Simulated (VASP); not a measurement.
# Sn (P-1) in VASP: single point with r2SCAN

Aim: the single point of Sn with r2SCAN.

Everything below comes from runs of VASP 6.6.1. Logs are shortened: lines on timing, memory, paths and dates and some standing lists are left out, and cuts for length are marked.

## 1. The cell of the first run

The typed cell holds 2 atoms: a = 3.783 Å, b = 3.783 Å, c = 3.783 Å, α = 90.00°, β = 90.00°, γ = 90.00°.

## 2. Single point, r2SCAN (atoms moved at random)

Contents of POSCAR:

```
Sn
1.0
    0.0000000000     -3.7825715973      0.0000000000
   -3.7825715973      0.0000000000      0.0000000000
    0.0000000000      0.0000000000     -3.7825715973
Sn
2
Direct
    0.5508634387      0.4636761494      0.3996345246
   -0.0508634387      0.0363238506      0.1003654754
```

Contents of INCAR.step1:

```
PREC     = Accurate       # precision mode
ENCUT    = 550            # plane-wave cutoff, eV
ISMEAR   = 0              # smearing method
SIGMA    = 0.15           # smearing width, eV
LREAL    = F              # projectors in reciprocal space
LASPH    = T              # aspherical terms in the spheres
NELM     = 120            # most SCF steps
NBANDS   = 21             # bands
GGA      = PE             # functional
ALGO     = Normal         # electronic algorithm
EDIFF    = 1E-5           # SCF threshold, eV
LWAVE    = T              # write WAVECAR
LCHARG   = F              # write CHGCAR
GGA_COMPAT= F
```

Contents of INCAR.step2:

```
PREC     = Accurate       # precision mode
ENCUT    = 550            # plane-wave cutoff, eV
EDIFF    = 1E-6           # SCF threshold, eV
ISMEAR   = 0              # smearing method
SIGMA    = 0.15           # smearing width, eV
LREAL    = F              # projectors in reciprocal space
LASPH    = T              # aspherical terms in the spheres
NELM     = 120            # most SCF steps
ALGO     = Normal         # electronic algorithm
ISIF     = 2              # what is computed and relaxed
LWAVE    = F              # write WAVECAR
LCHARG   = F              # write CHGCAR
METAGGA  = R2SCAN         # meta-GGA
LMIXTAU  = T            
NBANDS   = 21             # bands
ISTART   = 1            
GGA_COMPAT= F
```

Contents of KPOINTS:

```
Automatic mesh
0
Gamma
  10 10 10
```

Potentials or basis: VASP PAW PBE potentials, release 64 (Sn_d).

Started as:

```console
$ cat potpaw_PBE.64/Sn_d/POTCAR > POTCAR
$ cp INCAR.step1 INCAR
$ mpirun -np 1 vasp_std > vasp.out
$ cp INCAR.step2 INCAR
$ mpirun -np 1 vasp_std > vasp.out
```

OUTCAR:

```text
PREC = Accurate
   ENCUT = 550
   EDIFF = 1E-6
   ISMEAR = 0
   LREAL = F
   LASPH = T
   NELM = 120
   ISIF = 2
   METAGGA = R2SCAN
   ISTART = 1

 ion  position               nearest neighbor table
   1  0.551  0.464  0.400-   2 2.48   2 2.87   2 3.01   2 3.34   2 3.45   2 3.74
   2  0.949  0.036  0.100-   1 2.48   1 2.87   1 3.01   1 3.34   1 3.45   1 3.74

  LATTYP: Found a simple cubic cell.
 ALAT       =     3.7825715973

  Lattice vectors:

 A1 = (   0.0000000000,  -3.7825715973,   0.0000000000)
 A2 = (  -3.7825715973,   0.0000000000,   0.0000000000)
 A3 = (   0.0000000000,   0.0000000000,  -3.7825715973)

Analysis of symmetry for initial positions (statically):
=====================================================================
 Subroutine PRICEL returns:
 Original cell was already a primitive cell.

 Routine SETGRP: Setting up the symmetry group for a
 simple cubic supercell.

 Subroutine GETGRP returns: Found  2 space group operations
 (whereof  1 operations were pure point group operations)
 out of a pool of 48 trial point group operations.

The static configuration has the point symmetry C_1 .
 The point group associated with its full space group is S_2 .

Analysis of symmetry for dynamics (positions and initial velocities):
=====================================================================
 Subroutine PRICEL returns:
 Original cell was already a primitive cell.

 Routine SETGRP: Setting up the symmetry group for a
 simple cubic supercell.

 Subroutine GETGRP returns: Found  2 space group operations
 (whereof  1 operations were pure point group operations)
 out of a pool of 48 trial point group operations.

The dynamic configuration has the point symmetry C_1 .
 The point group associated with its full space group is S_2 .

 Subroutine INISYM returns: Found  2 space group operations
 (whereof  1 operations are pure point group operations),
 and found     1 'primitive' translations

----------------------------------------------------------------------------------------

                                     Primitive cell

  volume of cell :      54.1205

  direct lattice vectors                    reciprocal lattice vectors
[... 80 lines left out ...]
   ICHARG =      0    charge: 1-file 2-atom 10-const
   ISPIN  =      1    spin polarized calculation?
   LNONCOLLINEAR =      F non collinear calculations
   LSORBIT =      F    spin-orbit coupling
   LASPH  =      T    aspherical Exc in radial PAW
   ENCUT  =  550.0 eV  40.42 Ry    6.36 a.u.   7.23  7.23  7.23*2*pi/ulx,y,z
   NELM   =    120;   NELMIN=  2; NELMDL=  0     # of ELM steps
   EDIFF  = 0.1E-05   stopping-criterion for ELM
   LREAL  =      F    real-space projection
   EDIFFG = 0.1E-04   stopping-criterion for IOM
   NSW    =      0    number of steps for IOM
   IBRION =     -1    ionic relax: 0-MD 1-quasi-New 2-CG
   NFREE  =      0    steps in history (QN), initial steepest desc. (CG)
   ISIF   =      2    stress and relaxation
   ISYM   =      2    0-nonsym 1-usesym 2-fastsym
   POTIM  = 0.5000    time-step for ionic-motion
   TEBEG  =    0.0;   TEEND  =   0.0 temperature during run
   PSTRESS=    0.0 pullay stress
   NELECT =      28.0000    total number of electrons
   NUPDOWN=      -1.0000    fix difference up-down
   EMIN   =  10.00;   EMAX   =-10.00  energy-range for DOS
   EFERMI =   0.00;   METHOD = LEGACY
   ISMEAR =     0;   SIGMA  =   0.15  broadening in eV -4-tet -1-fermi 0-gaus
   EFERMI_NEDOS =   21; number of points for ismear=-14 and -15
   IALGO  =     38    algorithm
   IMIX   =      4    mixing-type and parameters
     AMIX     =   0.40;   BMIX     =  1.00
     AMIX_MAG =   1.60;   BMIX_MAG =  1.00
  volume/ion in A,a.u.               =      27.06       182.61
  Fermi-wavevector in a.u.,A,eV,Ry     =   1.314237  2.483548 23.500239  1.727219
  Thomas-Fermi vector in A             =   2.444504
   LORBIT       =      0    0 simple, 1 ext, 2 COOP (PROOUT), +10 PAW based schemes
   METAGGA = R2SCAN    functional components
   LHFCALC =     F    Hartree Fock is set to
   AEXX    =    0.0000 exact exchange contribution
   IVDW    =     0    specifies the selected vdW correction
   LEPSILON=     F    determine dielectric tensor
   LRPA    =     F    only Hartree local field effects (RPA)
 non-spin polarized calculation
 Gauss-broadening in eV      SIGMA  =   0.15
  energy-cutoff  :      550.00
  volume of cell :       54.12
 maximum number of plane-waves:      1622
 NGX is ok and might be reduce to    30
   NGX = 15   NGY = 15   NGZ = 15

 number of electron      28.0000020 magnetization

 Free energy of the ion-electron system (eV)
  ---------------------------------------------------
  ext. energy  EPLUGINS =         0.00000000
  ---------------------------------------------------
  free energy    TOTEN  =       -47.99289271 eV

  energy without entropy =      -47.98238580  energy(sigma->0) =      -47.98763926

 E-fermi :   7.9523     XC(G=0): -11.0740

 val. band max:        7.9510023444   @ k =   0.2000  -0.4000   0.1000
 cond. band min:       7.9537455238   @ k =  -0.3000   0.5000   0.2000
 fundamental gap:      0.0027431794
 Fermi energy:         7.9522927748

 k-point     1 :       0.0000    0.0000    0.0000
  band No.  band energies     occupation
      1     -14.8739      2.00000
      2     -14.5625      2.00000
      3     -14.4635      2.00000
      4     -14.3634      2.00000
      5     -14.3042      2.00000
      6     -14.1880      2.00000
[... 565 lines left out ...]
     20      16.6151      0.00000
     21      18.8204      0.00000

 [... further k-points ...]

------------------------ aborting loop because EDIFF is reached ----------------------------------------

  FORCE on cell =-STRESS in cart. coord.  units (eV):
  Direction    XX          YY          ZZ          XY          YZ          ZX
  --------------------------------------------------------------------------------------
  -------------------------------------------------------------------------------------
  Total        6.2347359      5.0156184      1.4895456     -2.9627389     -2.9529330      2.6150021
  in kB      184.5725762    148.4819270     44.0963776    -87.7086630    -87.4183711     77.4142946
  external PRESSURE =     125.7169603 kB  Pullay stress =       0.0000000 kB

 VOLUME and BASIS-vectors are now :
 -----------------------------------------------------------------------------
  energy-cutoff  :      550.00
  volume of cell :       54.12
      direct lattice vectors                 reciprocal lattice vectors
     0.000000000 -3.782571597  0.000000000     0.000000000 -0.264370409  0.000000000
    -3.782571597  0.000000000  0.000000000    -0.264370409  0.000000000  0.000000000
     0.000000000  0.000000000 -3.782571597     0.000000000  0.000000000 -0.264370409

 POSITION                                       TOTAL-FORCE (eV/Angst)
 -----------------------------------------------------------------------------------
     -1.75389     -2.08368     -1.51165        -2.272324      2.573232     -2.190082
     -0.13740     -3.59018     -0.37964         2.272324     -2.573232      2.190082
 -----------------------------------------------------------------------------------
    total drift:                               -0.000000     -0.000000     -0.000000

  FREE ENERGIE OF THE ION-ELECTRON SYSTEM (eV)
  ---------------------------------------------------
  free  energy   TOTEN  =       -47.9928927096 eV

  energy  without entropy=      -47.9823858019  energy(sigma->0) =      -47.98763926
```

OSZICAR.step1:

```text
N       E                     dE             d eps       ncg     rms          rms(c)
DAV:   1     0.222084818772E+03    0.22208E+03   -0.14043E+04 21471   0.214E+03
DAV:   2     0.163897691694E+02   -0.20570E+03   -0.20127E+03 21258   0.456E+02
DAV:   3    -0.578343027070E+01   -0.22173E+02   -0.22014E+02 24317   0.136E+02
DAV:   4    -0.644666003730E+01   -0.66323E+00   -0.66280E+00 24716   0.260E+01
DAV:   5    -0.647035971747E+01   -0.23700E-01   -0.23699E-01 29934   0.475E+00    0.296E+00
DAV:   6    -0.641664555880E+01    0.53714E-01   -0.48450E-02 27673   0.256E+00    0.164E+00
DAV:   7    -0.639841093816E+01    0.18235E-01   -0.53621E-02 31698   0.227E+00    0.213E-01
DAV:   8    -0.639820433185E+01    0.20661E-03   -0.83707E-03 24004   0.930E-01    0.695E-02
DAV:   9    -0.639818714203E+01    0.17190E-04   -0.47527E-04 28207   0.252E-01    0.235E-02
DAV:  10    -0.639818506982E+01    0.20722E-05   -0.41786E-05 24296   0.627E-02
   1 F= -.63981851E+01 E0= -.63924688E+01  d E =-.114326E-01
```

Wall time 40 min (1 thread of Intel Xeon 8259CL, shared host); peak memory 0.56 GiB.

Results:

| Quantity | Value |
| --- | --- |
| Free energy | -47.9929 eV |
| Pressure | 12.6 GPa |
| Largest force | 4.072 eV/Å |
| Band gap on the k mesh | zero (bands 14 and 15 overlap by 3.91 eV) |

Forces on the atoms (eV/Å):
```
Sn  -2.272  2.573 -2.190
Sn   2.272 -2.573  2.190
```

Caveat: the cell differs from its parent crystal (atoms moved at random); the cell stands under pressure; the PAW data sets were made with another functional, which shifts forces and pressure a little; spin-orbit coupling is left out, which moves the levels of the heavy elements.
